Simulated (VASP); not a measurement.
# Be3ZnSe4 (P-4m2) in VASP: settings compared

Be3ZnSe4 is run at these levels: LDA, r2SCAN; tasks: single point.

Program: VASP 6.6.1. These are calculated values, not measurements. Logs are shortened: lines on timing, memory, paths and dates and some standing lists are left out, and cuts for length are marked.

## (1) The cell of the first run

Symmetry: P-4m2, No. 115, tetragonal system. Conventional cell: a = 3.746 Å, b = 3.746 Å, c = 10.720 Å, α = 90.00°, β = 90.00°, γ = 90.00°. Be (site symmetry 2mm) has 4 Se at 2.25 to 2.27 Å within 3.0 Å. Within 3.0 Å of Be (site symmetry -4m2) lie 4 Se at 2.26 Å. Within 3.2 Å of Zn (site symmetry -4m2) lie 4 Se at 2.44 Å. Se (site symmetry 2mm) has 4 Be at 2.26 to 2.27 Å within 3.0 Å. Se (site symmetry 2mm) has 2 Be at 2.25 Å and 2 Zn at 2.44 Å within 3.0 Å.

## (2) Single point, LDA

File INCAR:

```
PREC = Accurate
ENCUT = 520
EDIFF = 1E-6
ISMEAR = 0
SIGMA = 0.02
LREAL = False
LASPH = True
NELM = 80
ALGO = Normal
ISIF = 2
LWAVE = False
LCHARG = False
NBANDS = 31
```

File KPOINTS:

```
regular mesh
0
Gamma
  6 6 2
```

File POSCAR:

```
Be3ZnSe4
1.0
    3.7459511945      0.0000000000      0.0000000000
    0.0000000000      3.7459511945      0.0000000000
    0.0000000000      0.0000000000     10.7198059808
Be Zn Se
3 1 4
Direct
    0.5000000000      0.5000000000      0.2625378631
    0.0000000000      0.0000000000      0.5000000000
    0.5000000000      0.5000000000      0.7374621369
    0.0000000000      0.0000000000      0.0000000000
    0.5000000000      0.0000000000      0.3814309224
    0.0000000000      0.5000000000      0.6185690776
    0.5000000000      0.0000000000      0.8542124001
    0.0000000000      0.5000000000      0.1457875999
```

Potentials or basis: VASP PAW LDA potentials, release 64 (Be, Zn, Se).

Launch:

```console
$ cat potpaw_LDA.64/Be/POTCAR potpaw_LDA.64/Zn/POTCAR potpaw_LDA.64/Se/POTCAR > POTCAR
$ mpirun -np 1 vasp_std > vasp.out
```

OUTCAR:

```text
PREC = Accurate
   ENCUT = 520
   EDIFF = 1E-6
   ISMEAR = 0
   LREAL = False
   LASPH = True
   NELM = 80
   ISIF = 2

 ion  position               nearest neighbor table
   1  0.500  0.500  0.263-   8 2.25   8 2.25   5 2.27   5 2.27
   2  0.000  0.000  0.500-   5 2.26   6 2.26   6 2.26   5 2.26
   3  0.500  0.500  0.737-   7 2.25   7 2.25   6 2.27   6 2.27
   4  0.000  0.000  0.000-   7 2.44   8 2.44   8 2.44   7 2.44
   5  0.500  0.000  0.381-   2 2.26   2 2.26   1 2.27   1 2.27
   6  0.000  0.500  0.619-   2 2.26   2 2.26   3 2.27   3 2.27
   7  0.500  0.000  0.854-   3 2.25   3 2.25   4 2.44   4 2.44
   8  0.000  0.500  0.146-   1 2.25   1 2.25   4 2.44   4 2.44

  LATTYP: Found a simple tetragonal cell.
 ALAT       =     3.7459511945
 C/A-ratio  =     2.8617046577

  Lattice vectors:

 A1 = (   3.7459511945,   0.0000000000,   0.0000000000)
 A2 = (   0.0000000000,   3.7459511945,   0.0000000000)
 A3 = (   0.0000000000,   0.0000000000,  10.7198059808)

Analysis of symmetry for initial positions (statically):
=====================================================================
 Subroutine PRICEL returns:
 Original cell was already a primitive cell.

 Routine SETGRP: Setting up the symmetry group for a
 simple tetragonal supercell.

 Subroutine GETGRP returns: Found  8 space group operations
 (whereof  8 operations were pure point group operations)
 out of a pool of 16 trial point group operations.

The static configuration has the point symmetry D_2d.

Analysis of symmetry for dynamics (positions and initial velocities):
=====================================================================
 Subroutine PRICEL returns:
 Original cell was already a primitive cell.

 Routine SETGRP: Setting up the symmetry group for a
 simple tetragonal supercell.

 Subroutine GETGRP returns: Found  8 space group operations
 (whereof  8 operations were pure point group operations)
 out of a pool of 16 trial point group operations.

The dynamic configuration has the point symmetry D_2d.

 Subroutine INISYM returns: Found  8 space group operations
 (whereof  8 operations are pure point group operations),
 and found     1 'primitive' translations

----------------------------------------------------------------------------------------

                                     Primitive cell

  volume of cell :     150.4219

  direct lattice vectors                    reciprocal lattice vectors
     3.745951194  0.000000000  0.000000000     0.266954893  0.000000000  0.000000000
     0.000000000  3.745951194  0.000000000     0.000000000  0.266954893  0.000000000
     0.000000000  0.000000000 10.719805981     0.000000000  0.000000000  0.093285270

  length of vectors
     3.745951194  3.745951194 10.719805981     0.266954893  0.266954893  0.093285270

  position of ions in fractional coordinates (direct lattice)
     0.500000000  0.500000000  0.262537863
     0.000000000  0.000000000  0.500000000
     0.500000000  0.500000000  0.737462137
     0.000000000  0.000000000  0.000000000
     0.500000000  0.000000000  0.381430922
     0.000000000  0.500000000  0.618569078
     0.500000000  0.000000000  0.854212400
     0.000000000  0.500000000  0.145787600

  ion indices of the primitive-cell ions
   primitive index   ion index
                 1           1
                 2           2
                 3           3
                 4           4
                 5           5
                 6           6
                 7           7
                 8           8

----------------------------------------------------------------------------------------

 KPOINTS: regular mesh

Automatic generation of k-mesh.
 Grid dimensions read from file:
 generate k-points for:    6    6    2

 Generating k-lattice:

  Cartesian coordinates                     Fractional coordinates (reciprocal lattice)
     0.044492482  0.000000000  0.000000000     0.166666667  0.000000000  0.000000000
     0.000000000  0.044492482  0.000000000     0.000000000  0.166666667  0.000000000
     0.000000000  0.000000000  0.046642635     0.000000000  0.000000000  0.500000000

  Length of vectors
     0.044492482  0.044492482  0.046642635

  Shift w.r.t. Gamma in fractional coordinates (k-lattice)
     0.000000000  0.000000000  0.000000000

 Subroutine IBZKPT returns following result:
 ===========================================

 Found     20 irreducible k-points:

 Following reciprocal coordinates:
            Coordinates               Weight
  0.000000  0.000000  0.000000      1.000000
  0.166667  0.000000  0.000000      4.000000
  0.333333  0.000000  0.000000      4.000000
  0.500000  0.000000  0.000000      2.000000
  0.166667  0.166667  0.000000      4.000000
  0.333333  0.166667  0.000000      8.000000
[... 12 lines left out ...]
  0.500000  0.333333  0.500000      4.000000
  0.500000  0.500000  0.500000      1.000000
   k-points           NKPTS =     20   k-points in BZ     NKDIM =     20   number of bands    NBANDS=     31
   number of dos      NEDOS =    301   number of ions     NIONS =      8
   total plane-waves  NPLWV =  62720
   dimension x,y,z NGX =    28 NGY =   28 NGZ =   80
   dimension x,y,z NGXF=    56 NGYF=   56 NGZF=  160
   ions per type =               3   1   4
   NGX,Y,Z   is equivalent  to a cutoff of  12.43, 12.43, 12.41 a.u.
   NGXF,Y,Z  is equivalent  to a cutoff of  24.85, 24.85, 24.81 a.u.
 SYSTEM =  unknown system
   PREC   = accura    normal or accurate (medium, high low for compatibility)
   ISTART =      0    job   : 0-new  1-cont  2-samecut
   ICHARG =      2    charge: 1-file 2-atom 10-const
   ISPIN  =      1    spin polarized calculation?
   LNONCOLLINEAR =      F non collinear calculations
   LSORBIT =      F    spin-orbit coupling
   LASPH  =      T    aspherical Exc in radial PAW
   ENCUT  =  520.0 eV  38.22 Ry    6.18 a.u.   6.96  6.96 19.93*2*pi/ulx,y,z
   NELM   =     80;   NELMIN=  2; NELMDL= -5     # of ELM steps
   EDIFF  = 0.1E-05   stopping-criterion for ELM
   LREAL  =      F    real-space projection
   EDIFFG = 0.1E-04   stopping-criterion for IOM
   NSW    =      0    number of steps for IOM
   IBRION =     -1    ionic relax: 0-MD 1-quasi-New 2-CG
   NFREE  =      0    steps in history (QN), initial steepest desc. (CG)
   ISIF   =      2    stress and relaxation
   ISYM   =      2    0-nonsym 1-usesym 2-fastsym
   POTIM  = 0.5000    time-step for ionic-motion
   TEBEG  =    0.0;   TEEND  =   0.0 temperature during run
   PSTRESS=    0.0 pullay stress
   NELECT =      42.0000    total number of electrons
   NUPDOWN=      -1.0000    fix difference up-down
   EMIN   =  10.00;   EMAX   =-10.00  energy-range for DOS
   EFERMI =   0.00;   METHOD = LEGACY
   ISMEAR =     0;   SIGMA  =   0.02  broadening in eV -4-tet -1-fermi 0-gaus
   EFERMI_NEDOS =   21; number of points for ismear=-14 and -15
   IALGO  =     38    algorithm
   IMIX   =      4    mixing-type and parameters
     AMIX     =   0.40;   BMIX     =  1.00
     AMIX_MAG =   1.60;   BMIX_MAG =  1.00
  volume/ion in A,a.u.               =      18.80       126.89
  Fermi-wavevector in a.u.,A,eV,Ry     =   1.070009  2.022024 15.577580  1.144920
  Thomas-Fermi vector in A             =   2.205706
   LORBIT       =      0    0 simple, 1 ext, 2 COOP (PROOUT), +10 PAW based schemes
   GGA     = CA    functional components
   LHFCALC =     F    Hartree Fock is set to
   AEXX    =    0.0000 exact exchange contribution
   IVDW    =     0    specifies the selected vdW correction
   LEPSILON=     F    determine dielectric tensor
   LRPA    =     F    only Hartree local field effects (RPA)
 non-spin polarized calculation
 Gauss-broadening in eV      SIGMA  =   0.02
  energy-cutoff  :      520.00
  volume of cell :      150.42
 maximum number of plane-waves:      4078
 NGX is ok and might be reduce to    28
   NGX = 13   NGY = 13   NGZ = 39

 number of electron      42.0000026 magnetization

 Free energy of the ion-electron system (eV)
  ---------------------------------------------------
  ext. energy  EPLUGINS =         0.00000000
  ---------------------------------------------------
  free energy    TOTEN  =       -37.11429074 eV

  energy without entropy =      -37.11429074  energy(sigma->0) =      -37.11429074

 E-fermi :   2.8172     XC(G=0):  -9.6135

 val. band max:        2.7165995112   @ k =   0.0000   0.0000   0.0000
 cond. band min:       5.1704803203   @ k =   0.0000   0.0000   0.0000
 fundamental gap:      2.4538808091
 Fermi energy:         2.8171711752

 k-point     1 :       0.0000    0.0000    0.0000
  band No.  band energies     occupation
      1     -10.9401      2.00000
      2     -10.3633      2.00000
      3     -10.1685      2.00000
      4      -9.3763      2.00000
      5      -3.8738      2.00000
      6      -3.8457      2.00000
[... 23 lines left out ...]
     30       7.9522      0.00000
     31       8.0296      0.00000

 k-point     2 :       0.1667    0.0000    0.0000
  band No.  band energies     occupation
      1     -10.7801      2.00000
      2     -10.2494      2.00000
      3     -10.0693      2.00000
      4      -9.3767      2.00000
      5      -3.8794      2.00000
      6      -3.8387      2.00000
[... 23 lines left out ...]
     30       8.6363      0.00000
     31       8.7133      0.00000

 k-point     3 :       0.3333    0.0000    0.0000
  band No.  band energies     occupation
      1     -10.3535      2.00000
      2      -9.9859      2.00000
      3      -9.8647      2.00000
      4      -9.4773      2.00000
      5      -3.8777      2.00000
      6      -3.8245      2.00000
[... 567 lines left out ...]
     30      10.7593      0.00000
     31      10.8931      0.00000

 k-point    20 :       0.5000    0.5000    0.5000
  band No.  band energies     occupation
      1      -9.4209      2.00000
      2      -9.4209      2.00000
      3      -9.3775      2.00000
      4      -9.3775      2.00000
      5      -3.8584      2.00000
      6      -3.7528      2.00000
[... 23 lines left out ...]
     30      11.8436      0.00000
     31      11.8526      0.00000

------------------------ aborting loop because EDIFF is reached ----------------------------------------

  FORCE on cell =-STRESS in cart. coord.  units (eV):
  Direction    XX          YY          ZZ          XY          YZ          ZX
  --------------------------------------------------------------------------------------
  -------------------------------------------------------------------------------------
  Total       -3.9626403     -3.9626403     -4.2217846      0.0000000      0.0000000      0.0000000
  in kB      -42.2069610    -42.2069610    -44.9671645      0.0000000      0.0000000      0.0000000
  external PRESSURE =     -43.1270288 kB  Pullay stress =       0.0000000 kB

 VOLUME and BASIS-vectors are now :
 -----------------------------------------------------------------------------
  energy-cutoff  :      520.00
  volume of cell :      150.42
      direct lattice vectors                 reciprocal lattice vectors
     3.745951194  0.000000000  0.000000000     0.266954893  0.000000000  0.000000000
     0.000000000  3.745951194  0.000000000     0.000000000  0.266954893  0.000000000
     0.000000000  0.000000000 10.719805981     0.000000000  0.000000000  0.093285270

 POSITION                                       TOTAL-FORCE (eV/Angst)
 -----------------------------------------------------------------------------------
      1.87298      1.87298      2.81435         0.000000      0.000000     -0.008233
      0.00000      0.00000      5.35990         0.000000      0.000000      0.000000
      1.87298      1.87298      7.90545         0.000000      0.000000      0.008233
      0.00000      0.00000      0.00000        -0.000000      0.000000      0.000000
      1.87298      0.00000      4.08887         0.000000      0.000000     -0.002799
      0.00000      1.87298      6.63094         0.000000     -0.000000      0.002799
      1.87298      0.00000      9.15699         0.000000      0.000000      0.189647
      0.00000      1.87298      1.56281         0.000000      0.000000     -0.189647
 -----------------------------------------------------------------------------------
    total drift:                               -0.000000     -0.000000      0.000000

  FREE ENERGIE OF THE ION-ELECTRON SYSTEM (eV)
  ---------------------------------------------------
  free  energy   TOTEN  =       -37.1142907420 eV

  energy  without entropy=      -37.1142907420  energy(sigma->0) =      -37.11429074
```

It took 58 s on 1 thread of Intel Xeon Platinum 8488C (Sapphire Rapids), shared host; peak memory 0.25 GiB.

Results:

| Property | Result |
| --- | --- |
| Free energy | -37.1143 eV |
| Pressure | -4.3 GPa |
| Largest force | 0.190 eV/Å |
| Band gap on the k mesh | 2.45 eV, direct |

Forces on the atoms (eV/Å):
```
Be   0.000  0.000 -0.008
Be   0.000  0.000  0.000
Be   0.000  0.000  0.008
Zn   0.000  0.000  0.000
Se   0.000  0.000 -0.003
Se   0.000  0.000  0.003
Se   0.000  0.000  0.190
Se   0.000  0.000 -0.190
```

## (3) Single point, r2SCAN

POSCAR is that of step 2.

File INCAR.step1:

```
  PREC = Accurate
  ENCUT = 520
  ISMEAR = 0
  SIGMA = 0.02
  LREAL = F
  LASPH = T
  NELM = 80
  NBANDS = 31
  GGA = PE
  ALGO = Normal
  EDIFF = 1E-4
  LWAVE = T
  LCHARG = F
```

File INCAR.step2:

```
  PREC = Accurate
  ENCUT = 520
  EDIFF = 1E-7
  ISMEAR = 0
  SIGMA = 0.02
  LREAL = F
  LASPH = T
  NELM = 80
  ALGO = Normal
  ISIF = 2
  LWAVE = F
  LCHARG = T
  METAGGA = R2SCAN
  LMIXTAU = T
  LELF = T
  LVHAR = T
  NBANDS = 31
  ISTART = 1
```

File KPOINTS:

```
Automatic mesh
0
Gamma
  6 6 2
```

Potentials or basis: VASP PAW PBE potentials, release 64 (Be, Zn, Se).

Launch:

```console
$ cat potpaw_PBE.64/Be/POTCAR potpaw_PBE.64/Zn/POTCAR potpaw_PBE.64/Se/POTCAR > POTCAR
$ cp INCAR.step1 INCAR
$ mpirun -np 1 vasp_std > vasp.out
$ cp INCAR.step2 INCAR
$ mpirun -np 1 vasp_std > vasp.out
```

OUTCAR:

```text
PREC = Accurate
   ENCUT = 520
   EDIFF = 1E-7
   ISMEAR = 0
   LREAL = F
   LASPH = T
   NELM = 80
   ISIF = 2
   METAGGA = R2SCAN
   ISTART = 1

 ion  position               nearest neighbor table
   1  0.500  0.500  0.263-   8 2.25   8 2.25   5 2.27   5 2.27
   2  0.000  0.000  0.500-   5 2.26   6 2.26   6 2.26   5 2.26
   3  0.500  0.500  0.737-   7 2.25   7 2.25   6 2.27   6 2.27
   4  0.000  0.000  0.000-   7 2.44   8 2.44   8 2.44   7 2.44
   5  0.500  0.000  0.381-   2 2.26   2 2.26   1 2.27   1 2.27
   6  0.000  0.500  0.619-   2 2.26   2 2.26   3 2.27   3 2.27
   7  0.500  0.000  0.854-   3 2.25   3 2.25   4 2.44   4 2.44
[... 887 lines left out ...]
  Total       -0.8816834     -0.8816834     -1.0257871      0.0000000      0.0000000      0.0000000
  in kB       -9.3910059     -9.3910059    -10.9258862      0.0000000      0.0000000      0.0000000
  external PRESSURE =      -9.9026327 kB  Pullay stress =       0.0000000 kB

 VOLUME and BASIS-vectors are now :
 -----------------------------------------------------------------------------
  energy-cutoff  :      520.00
  volume of cell :      150.42
      direct lattice vectors                 reciprocal lattice vectors
     3.745951194  0.000000000  0.000000000     0.266954893  0.000000000  0.000000000
     0.000000000  3.745951194  0.000000000     0.000000000  0.266954893  0.000000000
     0.000000000  0.000000000 10.719805981     0.000000000  0.000000000  0.093285270

 POSITION                                       TOTAL-FORCE (eV/Angst)
 -----------------------------------------------------------------------------------
      1.87298      1.87298      2.81435         0.000000     -0.000000     -0.002261
      0.00000      0.00000      5.35990         0.000000      0.000000      0.000000
      1.87298      1.87298      7.90545         0.000000      0.000000      0.002261
      0.00000      0.00000      0.00000        -0.000000      0.000000      0.000000
      1.87298      0.00000      4.08887         0.000000      0.000000     -0.001107
      0.00000      1.87298      6.63094         0.000000     -0.000000      0.001107
      1.87298      0.00000      9.15699         0.000000      0.000000      0.180812
      0.00000      1.87298      1.56281         0.000000      0.000000     -0.180812
 -----------------------------------------------------------------------------------
    total drift:                               -0.000000     -0.000000      0.000000

  FREE ENERGIE OF THE ION-ELECTRON SYSTEM (eV)
  ---------------------------------------------------
  free  energy   TOTEN  =       -86.3207830157 eV

  energy  without entropy=      -86.3207830157  energy(sigma->0) =      -86.32078302
```

OSZICAR.step1:

```text
N       E                     dE             d eps       ncg     rms          rms(c)
DAV:   1     0.253927246686E+03    0.25393E+03   -0.17856E+04  1240   0.127E+03
DAV:   2    -0.282772206418E+01   -0.25675E+03   -0.24205E+03  1311   0.275E+02
DAV:   3    -0.323951325331E+02   -0.29567E+02   -0.29186E+02  1570   0.970E+01
DAV:   4    -0.331749067911E+02   -0.77977E+00   -0.77818E+00  1571   0.157E+01
DAV:   5    -0.331824126372E+02   -0.75058E-02   -0.75046E-02  1542   0.159E+00    0.736E+00
DAV:   6    -0.325152762867E+02    0.66714E+00   -0.11639E+00  1735   0.331E+01    0.521E+00
DAV:   7    -0.324137417928E+02    0.10153E+00   -0.94546E-01  1548   0.506E+00    0.169E+00
DAV:   8    -0.324200937144E+02   -0.63519E-02   -0.56367E-02  1619   0.144E+00    0.555E-01
DAV:   9    -0.324207284135E+02   -0.63470E-03   -0.12338E-02  1527   0.834E-01    0.155E-01
DAV:  10    -0.324209409833E+02   -0.21257E-03   -0.13772E-03  1739   0.534E-01    0.786E-02
DAV:  11    -0.324211420202E+02   -0.20104E-03   -0.53716E-04  1455   0.208E-01    0.256E-02
DAV:  12    -0.324211763465E+02   -0.34326E-04   -0.58572E-05   995   0.705E-02
   1 F= -.32421176E+02 E0= -.32421176E+02  d E =-.474424E-17
```

Run time: 3.5 min. Hardware: 1 thread of Intel Xeon Platinum 8488C (Sapphire Rapids), shared host; peak memory 0.3 GiB.

Results:

* Free energy: -86.3208 eV
* Pressure: -1.0 GPa
* Largest force: 0.181 eV/Å
* Band gap on the k mesh: 3.07 eV, direct

Forces on the atoms (eV/Å):
```
Be   0.000  0.000 -0.002
Be   0.000  0.000  0.000
Be   0.000  0.000  0.002
Zn   0.000  0.000  0.000
Se   0.000  0.000 -0.001
Se   0.000  0.000  0.001
Se   0.000  0.000  0.181
Se   0.000  0.000 -0.181
```

Levels at points of the mesh, in eV from the valence-band top:
```tsv
k point	band 19	band 20	band 21	band 22	band 23	band 24
(0.00, 0.00, 0.00)	-0.23	0.00	0.00	3.07	3.61	3.98
(0.50, 0.00, 0.00)	-1.15	-1.10	-0.39	3.76	4.30	5.18
(0.50, 0.50, 0.00)	-2.56	-2.56	-2.46	3.09	3.09	3.70
(0.00, 0.00, 0.50)	-0.85	-0.30	-0.30	3.17	3.65	4.33
(0.50, 0.00, 0.50)	-1.43	-1.40	-0.39	4.34	4.90	4.97
(0.50, 0.50, 0.50)	-2.90	-2.76	-2.76	4.09	4.09	4.26
```

Caveat: the PAW data sets were made with another functional, which shifts forces and pressure a little. A k mesh can miss the band edges.
